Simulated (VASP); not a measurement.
# KTaO3 (Pm-3m) in VASP: further runs

KTaO3 is run at these levels: LDA, PBEsol+D4; tasks: single point.

Everything below comes from runs of VASP 6.6.1. Logs are shortened: lines on timing, memory, paths and dates and some standing lists are left out, and cuts for length are marked.

## (1) The cell of the first run

It takes space group Pm-3m (No. 221, cubic). Conventional cell: a = 3.934 Å, b = 3.934 Å, c = 3.934 Å, α = 90.00°, β = 90.00°, γ = 90.00°. Ta (site symmetry m-3m) has 6 O at 1.97 Å within 2.6 Å. K (site symmetry m-3m) has 12 O at 2.78 Å and 8 Ta at 3.41 Å within 3.7 Å. Within 2.6 Å of O (site symmetry 4/mmm) lie 2 Ta at 1.97 Å.

## (2) Single point, LDA

File INCAR:

```
ALGO     = Normal         # electronic algorithm
EDIFF    = 1E-6           # SCF threshold, eV
ENCUT    = 520            # plane-wave cutoff, eV
ISIF     = 2              # what is computed and relaxed
ISMEAR   = -1             # smearing method
LASPH    = True           # aspherical terms in the spheres
LCHARG   = False          # write CHGCAR
LREAL    = False          # projectors in reciprocal space
LWAVE    = False          # write WAVECAR
NBANDS   = 27             # bands
NELM     = 60             # most SCF steps
PREC     = Accurate       # precision mode
SIGMA    = 0.05           # smearing width, eV
```

File KPOINTS:

```
k-points
0
Gamma
  7 7 7
```

File POSCAR:

```
KTaO3
1.0
    3.9343974464      0.0000000000      0.0000000000
    0.0000000000      3.9343974464      0.0000000000
    0.0000000000      0.0000000000      3.9343974464
Ta K O
1 1 3
Direct
    0.0000000000      0.0000000000      0.0000000000
    0.5000000000      0.5000000000      0.5000000000
    0.0000000000      0.0000000000      0.5000000000
    0.0000000000      0.5000000000      0.0000000000
    0.5000000000      0.0000000000      0.0000000000
```

Potentials or basis: VASP PAW LDA potentials, release 64 (Ta_pv, K_sv, O).

Started as:

```console
$ cat potpaw_LDA.64/Ta_pv/POTCAR potpaw_LDA.64/K_sv/POTCAR potpaw_LDA.64/O/POTCAR > POTCAR
$ mpirun -np 1 vasp_std > vasp.out
```

OUTCAR:

```text
EDIFF = 1E-6
   ENCUT = 520
   ISIF = 2
   ISMEAR = -1
   LASPH = True
   LREAL = False
   NELM = 60
   PREC = Accurate

 ion  position               nearest neighbor table
   1  0.000  0.000  0.000-   3 1.97   4 1.97   5 1.97   3 1.97   4 1.97   5 1.97   2 3.41   2 3.41
                             2 3.41   2 3.41   2 3.41   2 3.41   2 3.41   2 3.41
   2  0.500  0.500  0.500-   3 2.78   4 2.78   5 2.78   4 2.78   5 2.78   3 2.78   5 2.78   5 2.78
                             3 2.78   4 2.78   4 2.78   3 2.78   1 3.41   1 3.41   1 3.41   1 3.41
   3  0.000  0.000  0.500-   1 1.97   1 1.97   2 2.78   2 2.78   2 2.78   2 2.78
   4  0.000  0.500  0.000-   1 1.97   1 1.97   2 2.78   2 2.78   2 2.78   2 2.78
   5  0.500  0.000  0.000-   1 1.97   1 1.97   2 2.78   2 2.78   2 2.78   2 2.78

  LATTYP: Found a simple cubic cell.
 ALAT       =     3.9343974464

  Lattice vectors:

 A1 = (   3.9343974464,   0.0000000000,   0.0000000000)
 A2 = (   0.0000000000,   3.9343974464,   0.0000000000)
 A3 = (   0.0000000000,   0.0000000000,   3.9343974464)

Analysis of symmetry for initial positions (statically):
=====================================================================
 Subroutine PRICEL returns:
 Original cell was already a primitive cell.

 Routine SETGRP: Setting up the symmetry group for a
 simple cubic supercell.

 Subroutine GETGRP returns: Found 48 space group operations
 (whereof 48 operations were pure point group operations)
 out of a pool of 48 trial point group operations.

The static configuration has the point symmetry O_h .

Analysis of symmetry for dynamics (positions and initial velocities):
=====================================================================
 Subroutine PRICEL returns:
 Original cell was already a primitive cell.

 Routine SETGRP: Setting up the symmetry group for a
 simple cubic supercell.

 Subroutine GETGRP returns: Found 48 space group operations
 (whereof 48 operations were pure point group operations)
 out of a pool of 48 trial point group operations.

The dynamic configuration has the point symmetry O_h .

 Subroutine INISYM returns: Found 48 space group operations
 (whereof 48 operations are pure point group operations),
 and found     1 'primitive' translations

----------------------------------------------------------------------------------------

                                     Primitive cell

  volume of cell :      60.9024

  direct lattice vectors                    reciprocal lattice vectors
     3.934397446  0.000000000  0.000000000     0.254168526  0.000000000  0.000000000
[... 90 lines left out ...]
   NSW    =      0    number of steps for IOM
   IBRION =     -1    ionic relax: 0-MD 1-quasi-New 2-CG
   NFREE  =      0    steps in history (QN), initial steepest desc. (CG)
   ISIF   =      2    stress and relaxation
   ISYM   =      2    0-nonsym 1-usesym 2-fastsym
   POTIM  = 0.5000    time-step for ionic-motion
   TEBEG  =    0.0;   TEEND  =   0.0 temperature during run
   PSTRESS=    0.0 pullay stress
   NELECT =      38.0000    total number of electrons
   NUPDOWN=      -1.0000    fix difference up-down
   EMIN   =  10.00;   EMAX   =-10.00  energy-range for DOS
   EFERMI =   0.00;   METHOD = LEGACY
   ISMEAR =    -1;   SIGMA  =   0.05  broadening in eV -4-tet -1-fermi 0-gaus
   EFERMI_NEDOS =   21; number of points for ismear=-14 and -15
   IALGO  =     38    algorithm
   IMIX   =      4    mixing-type and parameters
     AMIX     =   0.40;   BMIX     =  1.00
     AMIX_MAG =   1.60;   BMIX_MAG =  1.00
  volume/ion in A,a.u.               =      12.18        82.20
  Fermi-wavevector in a.u.,A,eV,Ry     =   1.398914  2.643565 26.626077  1.956961
  Thomas-Fermi vector in A             =   2.522025
   LORBIT       =      0    0 simple, 1 ext, 2 COOP (PROOUT), +10 PAW based schemes
   GGA     = CA    functional components
   LHFCALC =     F    Hartree Fock is set to
   AEXX    =    0.0000 exact exchange contribution
   IVDW    =     0    specifies the selected vdW correction
   LEPSILON=     F    determine dielectric tensor
   LRPA    =     F    only Hartree local field effects (RPA)
 non-spin polarized calculation
  energy-cutoff  :      520.00
  volume of cell :       60.90
 maximum number of plane-waves:      1659
 NGX is ok and might be reduce to    30
   NGX = 15   NGY = 15   NGZ = 15

 number of electron      37.9999993 magnetization

 Free energy of the ion-electron system (eV)
  ---------------------------------------------------
  ext. energy  EPLUGINS =         0.00000000
  ---------------------------------------------------
  free energy    TOTEN  =       -45.04103319 eV

  energy without entropy =      -45.04103319  energy(sigma->0) =      -45.04103319

 E-fermi :   2.9003     XC(G=0): -11.6396

 val. band max:        1.7507249404   @ k =   0.4286   0.4286   0.4286
 cond. band min:       3.9149711482   @ k =   0.0000   0.0000   0.0000
 fundamental gap:      2.1642462078
 Fermi energy:         2.9002584845

 k-point     1 :       0.0000    0.0000    0.0000
  band No.  band energies     occupation
      1     -31.9230      2.00000
      2     -31.9230      2.00000
      3     -31.9230      2.00000
      4     -25.0337      2.00000
      5     -15.5936      2.00000
      6     -14.8459      2.00000
[... 589 lines left out ...]
     26      12.7900      0.00000
     27      13.7985      0.00000

------------------------ aborting loop because EDIFF is reached ----------------------------------------

  FORCE on cell =-STRESS in cart. coord.  units (eV):
  Direction    XX          YY          ZZ          XY          YZ          ZX
  --------------------------------------------------------------------------------------
  -------------------------------------------------------------------------------------
  Total        1.6907884      1.6907884      1.6907884     -0.0000000     -0.0000000     -0.0000000
  in kB       44.4800378     44.4800378     44.4800378     -0.0000000     -0.0000000     -0.0000000
  external PRESSURE =      44.4800378 kB  Pullay stress =       0.0000000 kB

 VOLUME and BASIS-vectors are now :
 -----------------------------------------------------------------------------
  energy-cutoff  :      520.00
  volume of cell :       60.90
      direct lattice vectors                 reciprocal lattice vectors
     3.934397446  0.000000000  0.000000000     0.254168526  0.000000000  0.000000000
     0.000000000  3.934397446  0.000000000     0.000000000  0.254168526  0.000000000
     0.000000000  0.000000000  3.934397446     0.000000000  0.000000000  0.254168526

 POSITION                                       TOTAL-FORCE (eV/Angst)
 -----------------------------------------------------------------------------------
      0.00000      0.00000      0.00000         0.000000      0.000000      0.000000
      1.96720      1.96720      1.96720         0.000000      0.000000      0.000000
      0.00000      0.00000      1.96720         0.000000      0.000000      0.000000
      0.00000      1.96720      0.00000         0.000000      0.000000      0.000000
      1.96720      0.00000      0.00000         0.000000      0.000000      0.000000
 -----------------------------------------------------------------------------------
    total drift:                                0.000000     -0.000000      0.000000

  FREE ENERGIE OF THE ION-ELECTRON SYSTEM (eV)
  ---------------------------------------------------
  free  energy   TOTEN  =       -45.0410331901 eV

  energy  without entropy=      -45.0410331900  energy(sigma->0) =      -45.04103319
```

stdout:

```text
POSCAR found type information on POSCAR TaK O
 POSCAR found :  3 types and       5 ions
 scaLAPACK will be used
 LDA part: xc-table for (Slater(with rela. corr.)+CA(PZ))
 , standard interpolation
 POSCAR, INCAR and KPOINTS ok, starting setup
 FFT: planning ... GRIDC
 FFT: planning ... GRID_SOFT
 FFT: planning ... GRID
 WAVECAR not read
 entering main loop
```

It took 41 s on 1 thread of AMD EPYC 7R13, shared host; peak memory 0.14 GiB.

Results:

```yaml
Free_energy: -45.0410 eV
Pressure: 4.4 GPa
Band_gap_on_the_k_mesh: 2.16 eV (least direct gap 2.70 eV)
```

Caveat: the cell stands under pressure; spin-orbit coupling is left out, which moves the levels of the heavy elements; an odd mesh through Γ misses points on the zone boundary, where band edges can lie. A hybrid or GW would open this gap; LDA tends to underestimate it.

## (3) Single point, PBEsol+D4

File INCAR:

```
SYSTEM = KTaO3
ALGO = Normal
EDIFF = 1E-7
ENCUT = 520
GGA = PS
ISIF = 2
ISMEAR = -1
IVDW = 13
LASPH = .True.
LCHARG = .False.
LREAL = .False.
LWAVE = .False.
NBANDS = 27
NELM = 100
PREC = Accurate
SIGMA = 0.05
```

File KPOINTS:

```
k-points
0
Gamma
  7 7 7
  0 0 0
```

POSCAR is that of step 2.

Potentials or basis: VASP PAW PBE potentials, release 64 (Ta_pv, K_sv, O).

Started as:

```console
$ cat potpaw_PBE.64/Ta_pv/POTCAR potpaw_PBE.64/K_sv/POTCAR potpaw_PBE.64/O/POTCAR > POTCAR
$ mpirun -np 1 vasp_std > vasp.out
```

OUTCAR:

```text
SYSTEM = KTaO3
   EDIFF = 1E-7
   ENCUT = 520
   GGA = PS
   ISIF = 2
   ISMEAR = -1
   IVDW = 13
   LASPH = .True.
   LREAL = .False.
   NELM = 100
   PREC = Accurate

 ion  position               nearest neighbor table
   1  0.000  0.000  0.000-   3 1.97   4 1.97   5 1.97   3 1.97   4 1.97   5 1.97   2 3.41   2 3.41
                             2 3.41   2 3.41   2 3.41   2 3.41   2 3.41   2 3.41
   2  0.500  0.500  0.500-   3 2.78   4 2.78   5 2.78   4 2.78   5 2.78   3 2.78   5 2.78   5 2.78
                             3 2.78   4 2.78   4 2.78   3 2.78   1 3.41   1 3.41   1 3.41   1 3.41
   3  0.000  0.000  0.500-   1 1.97   1 1.97   2 2.78   2 2.78   2 2.78   2 2.78
   4  0.000  0.500  0.000-   1 1.97   1 1.97   2 2.78   2 2.78   2 2.78   2 2.78
   5  0.500  0.000  0.000-   1 1.97   1 1.97   2 2.78   2 2.78   2 2.78   2 2.78

  LATTYP: Found a simple cubic cell.
 ALAT       =     3.9343974464

  Lattice vectors:

 A1 = (   3.9343974464,   0.0000000000,   0.0000000000)
 A2 = (   0.0000000000,   3.9343974464,   0.0000000000)
 A3 = (   0.0000000000,   0.0000000000,   3.9343974464)

Analysis of symmetry for initial positions (statically):
=====================================================================
 Subroutine PRICEL returns:
 Original cell was already a primitive cell.

 Routine SETGRP: Setting up the symmetry group for a
 simple cubic supercell.

 Subroutine GETGRP returns: Found 48 space group operations
 (whereof 48 operations were pure point group operations)
 out of a pool of 48 trial point group operations.

The static configuration has the point symmetry O_h .

Analysis of symmetry for dynamics (positions and initial velocities):
=====================================================================
 Subroutine PRICEL returns:
 Original cell was already a primitive cell.

 Routine SETGRP: Setting up the symmetry group for a
 simple cubic supercell.
[... 124 lines left out ...]
   IMIX   =      4    mixing-type and parameters
     AMIX     =   0.40;   BMIX     =  1.00
     AMIX_MAG =   1.60;   BMIX_MAG =  1.00
  volume/ion in A,a.u.               =      12.18        82.20
  Fermi-wavevector in a.u.,A,eV,Ry     =   1.398914  2.643565 26.626077  1.956961
  Thomas-Fermi vector in A             =   2.522025
   LORBIT       =      0    0 simple, 1 ext, 2 COOP (PROOUT), +10 PAW based schemes
   GGA     = PS    functional components
   LHFCALC =     F    Hartree Fock is set to
   AEXX    =    0.0000 exact exchange contribution
   IVDW    =    13    specifies the selected vdW correction
   LEPSILON=     F    determine dielectric tensor
   LRPA    =     F    only Hartree local field effects (RPA)
 non-spin polarized calculation
  energy-cutoff  :      520.00
  volume of cell :       60.90
 maximum number of plane-waves:      1659
 NGX is ok and might be reduce to    30
   NGX = 15   NGY = 15   NGZ = 15

 number of electron      37.9999993 magnetization

 Free energy of the ion-electron system (eV)
  ---------------------------------------------------
  ext. energy  EPLUGINS =         0.00000000
  ---------------------------------------------------
  free energy    TOTEN  =       -42.84336496 eV

  energy without entropy =      -42.84336496  energy(sigma->0) =      -42.84336496

 E-fermi :   2.9951     XC(G=0): -11.3563

 val. band max:        1.8845079983   @ k =   0.4286   0.4286   0.4286
 cond. band min:       4.1140945734   @ k =   0.0000   0.0000   0.0000
 fundamental gap:      2.2295865751
 Fermi energy:         2.9951393286

 k-point     1 :       0.0000    0.0000    0.0000
  band No.  band energies     occupation
      1     -31.9366      2.00000
      2     -31.9366      2.00000
      3     -31.9366      2.00000
      4     -25.1429      2.00000
      5     -15.6876      2.00000
      6     -14.9507      2.00000
[... 589 lines left out ...]
     26      13.0787      0.00000
     27      14.0378      0.00000

------------------------ aborting loop because EDIFF is reached ----------------------------------------

  DFT-D4 for vdW energy calculation

  Edisp (eV):   -0.47447

  FORCE on cell =-STRESS in cart. coord.  units (eV):
  Direction    XX          YY          ZZ          XY          YZ          ZX
  --------------------------------------------------------------------------------------
  -------------------------------------------------------------------------------------
  Total       3.09920     3.09920     3.09920    -0.00000    -0.00000     0.00000
  in kB      81.53143    81.53143    81.53143    -0.00000    -0.00000     0.00000
  external pressure =       81.53 kB  Pullay stress =        0.00 kB

 VOLUME and BASIS-vectors are now :
 -----------------------------------------------------------------------------
  energy-cutoff  :      520.00
  volume of cell :       60.90
      direct lattice vectors                 reciprocal lattice vectors
     3.934397446  0.000000000  0.000000000     0.254168526  0.000000000  0.000000000
     0.000000000  3.934397446  0.000000000     0.000000000  0.254168526  0.000000000
     0.000000000  0.000000000  3.934397446     0.000000000  0.000000000  0.254168526

 POSITION                                       TOTAL-FORCE (eV/Angst)
 -----------------------------------------------------------------------------------
      0.00000      0.00000      0.00000         0.000000      0.000000      0.000000
      1.96720      1.96720      1.96720         0.000000      0.000000      0.000000
      0.00000      0.00000      1.96720         0.000000      0.000000      0.000000
      0.00000      1.96720      0.00000         0.000000      0.000000      0.000000
      1.96720      0.00000      0.00000         0.000000      0.000000      0.000000
 -----------------------------------------------------------------------------------
    total drift:                                0.000000     -0.000000      0.000000

  FREE ENERGIE OF THE ION-ELECTRON SYSTEM (eV)
  ---------------------------------------------------
  free  energy   TOTEN  =       -43.3178303818 eV

  energy  without entropy=      -43.3178303817  energy(sigma->0) =      -43.31783038
```

It took 65 s on 1 thread of AMD EPYC 7R13, shared host; peak memory 0.16 GiB.

Results:

| Item | Value |
| --- | --- |
| Free energy | -43.3178 eV |
| Pressure | 8.2 GPa |
| Band gap on the k mesh | 2.23 eV (least direct gap 2.77 eV) |
| Dispersion energy per atom | -0.095 eV |

Caveat: the cell stands under pressure; the PAW data sets were made with another functional, which shifts forces and pressure a little; spin-orbit coupling is left out, which moves the levels of the heavy elements; an odd mesh through Γ misses points on the zone boundary, where band edges can lie. As with any semilocal functional, this PBEsol gap is likely too small.

[end of part 1 of 2]
